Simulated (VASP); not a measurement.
## Ga2O3: single point with PBE

The system is Ga2O3.

```
Ga O
1.0
     5.05795    2.92021    9.08262
    -5.05795    2.92021    9.08262
     0.00000   -5.84042    9.08262
Ga O
32 48
Cartesian
  0.0000 0.0000 11.6577
  0.0000 0.0000 8.7781
  0.0000 0.0000 1.9662
  0.0000 0.0000 4.8458
  0.0000 -2.9202 16.1991
  0.0000 -2.9202 13.3194
  0.0000 -2.9202 6.5075
  0.0000 -2.9202 9.3871
  -2.5290 1.4601 16.1991
  -2.5290 1.4601 13.3194
  -2.5290 1.4601 6.5075
  -2.5290 1.4601 9.3871
  -2.5290 -1.4601 20.7404
  -2.5290 -1.4601 17.8608
  -2.5290 -1.4601 11.0488
  -2.5290 -1.4601 13.9284
  2.5290 1.4601 16.1991
  2.5290 1.4601 13.3194
  2.5290 1.4601 6.5075
  2.5290 1.4601 9.3871
  2.5290 -1.4601 20.7404
  2.5290 -1.4601 17.8608
  2.5290 -1.4601 11.0488
  2.5290 -1.4601 13.9284
  0.0000 2.9202 20.7404
  0.0000 2.9202 17.8608
  0.0000 2.9202 11.0488
  0.0000 2.9202 13.9284
  0.0000 0.0000 25.2817
  0.0000 0.0000 22.4021
  0.0000 0.0000 15.5901
  0.0000 0.0000 18.4697
  0.7680 1.5900 5.6766
  0.9929 -1.4601 5.6766
  -1.7610 -0.1298 5.6766
  -0.7680 -1.5900 7.9473
  1.7610 0.1298 7.9473
  -0.9929 1.4601 7.9473
  0.7680 -1.3303 10.2179
  0.9929 -4.3803 10.2179
  -1.7610 -3.0501 10.2179
  -0.7680 -4.5102 12.4886
  1.7610 -2.7904 12.4886
  -0.9929 -1.4601 12.4886
  -1.7610 3.0501 10.2179
  -1.5360 0.0000 10.2179
  -4.2899 1.3303 10.2179
  -3.2970 -0.1298 12.4886
  -0.7680 1.5900 12.4886
  -3.5219 2.9202 12.4886
  -1.7610 0.1298 14.7593
  -1.5360 -2.9202 14.7593
  -4.2899 -1.5900 14.7593
  -3.2970 -3.0501 17.0299
  -0.7680 -1.3303 17.0299
  -3.5219 0.0000 17.0299
  3.2970 3.0501 10.2179
  3.5219 0.0000 10.2179
  0.7680 1.3303 10.2179
  1.7610 -0.1298 12.4886
  4.2899 1.5900 12.4886
  1.5360 2.9202 12.4886
  3.2970 0.1298 14.7593
  3.5219 -2.9202 14.7593
  0.7680 -1.5900 14.7593
  1.7610 -3.0501 17.0299
  4.2899 -1.3303 17.0299
  1.5360 0.0000 17.0299
  0.7680 4.5102 14.7593
  0.9929 1.4601 14.7593
  -1.7610 2.7904 14.7593
  -0.7680 1.3303 17.0299
  1.7610 3.0501 17.0299
  -0.9929 4.3803 17.0299
  0.7680 1.5900 19.3006
  0.9929 -1.4601 19.3006
  -1.7610 -0.1298 19.3006
  -0.7680 -1.5900 21.5712
  1.7610 0.1298 21.5712
  -0.9929 1.4601 21.5712
```

- Program: VASP 6.6.1
- Task: single point
- Functional: PBE
- Potentials or basis: VASP PAW PBE potentials, release 64 (Ga_d, O)
- Cutoff: 520 eV
- k mesh: 1 × 1 × 1
- Occupations: fermi-dirac, width 0.01 eV
- Spin: no spin polarisation

```json
{"Pressure": "0.4 GPa", "Largest force": "0.028 eV/Å", "Band gap on the k mesh": "2.53 eV"}
```

Forces on the atoms (eV/Å):
```
Ga   0.000  0.000  0.028
Ga   0.000  0.000 -0.028
Ga   0.000  0.000 -0.028
Ga   0.000  0.000  0.028
Ga   0.000  0.000  0.028
Ga   0.000  0.000 -0.028
Ga   0.000  0.000 -0.028
Ga   0.000  0.000  0.028
Ga   0.000  0.000  0.028
Ga   0.000  0.000 -0.028
Ga   0.000  0.000 -0.028
Ga   0.000  0.000  0.028
Ga   0.000  0.000  0.028
Ga   0.000  0.000 -0.028
Ga   0.000  0.000 -0.028
Ga   0.000  0.000  0.028
Ga   0.000  0.000  0.028
Ga   0.000  0.000 -0.028
Ga   0.000  0.000 -0.028
Ga   0.000  0.000  0.028
Ga   0.000  0.000  0.028
Ga   0.000  0.000 -0.028
Ga   0.000  0.000 -0.028
Ga   0.000  0.000  0.028
Ga   0.000  0.000  0.028
Ga   0.000  0.000 -0.028
Ga   0.000  0.000 -0.028
Ga   0.000  0.000  0.028
Ga   0.000  0.000  0.028
Ga   0.000  0.000 -0.028
Ga   0.000  0.000 -0.028
Ga   0.000  0.000  0.028
O    0.003 -0.006  0.000
O   -0.007  0.000  0.000
O    0.003  0.006  0.000
O   -0.003  0.006  0.000
O   -0.003 -0.006  0.000
O    0.007  0.000  0.000
O    0.003 -0.006  0.000
O   -0.007  0.000  0.000
O    0.003  0.006  0.000
O   -0.003  0.006  0.000
O   -0.003 -0.006  0.000
O    0.007  0.000  0.000
O    0.003 -0.006  0.000
O   -0.007  0.000  0.000
O    0.003  0.006  0.000
O   -0.003  0.006  0.000
O   -0.003 -0.006  0.000
O    0.007  0.000  0.000
O    0.003 -0.006  0.000
O   -0.007  0.000  0.000
O    0.003  0.006  0.000
O   -0.003  0.006  0.000
O   -0.003 -0.006  0.000
O    0.007  0.000  0.000
O    0.003 -0.006  0.000
O   -0.007  0.000  0.000
O    0.003  0.006  0.000
O   -0.003  0.006  0.000
O   -0.003 -0.006  0.000
O    0.007  0.000  0.000
O    0.003 -0.006  0.000
O   -0.007  0.000  0.000
O    0.003  0.006  0.000
O   -0.003  0.006  0.000
O   -0.003 -0.006  0.000
O    0.007  0.000  0.000
O    0.003 -0.006  0.000
O   -0.007  0.000  0.000
O    0.003  0.006  0.000
O   -0.003  0.006  0.000
O   -0.003 -0.006  0.000
O    0.007  0.000  0.000
O    0.003 -0.006  0.000
O   -0.007  0.000  0.000
O    0.003  0.006  0.000
O   -0.003  0.006  0.000
O   -0.003 -0.006  0.000
O    0.007  0.000  0.000
```

Stress tensor (GPa, compression positive):
```
0.60 0.00 0.00
0.00 0.60 0.00
0.00 0.00 0.10
```

Levels at points of the mesh, in eV from the valence-band top:
```csv
k point,band 348,band 349,band 350,band 351,band 352,band 353,band 354,band 355,band 356,band 357
"(0.00, 0.00, 0.00)",0.00,0.00,0.00,0.00,0.00,2.53,5.61,5.61,6.14,6.14
```

Run time: 32 min on 1 thread of Intel Xeon 8259CL, on a shared host, peak memory 0.96 GiB.

Caveat: the k points lie up to 0.75 Å⁻¹ apart. A k mesh can miss the band edges.
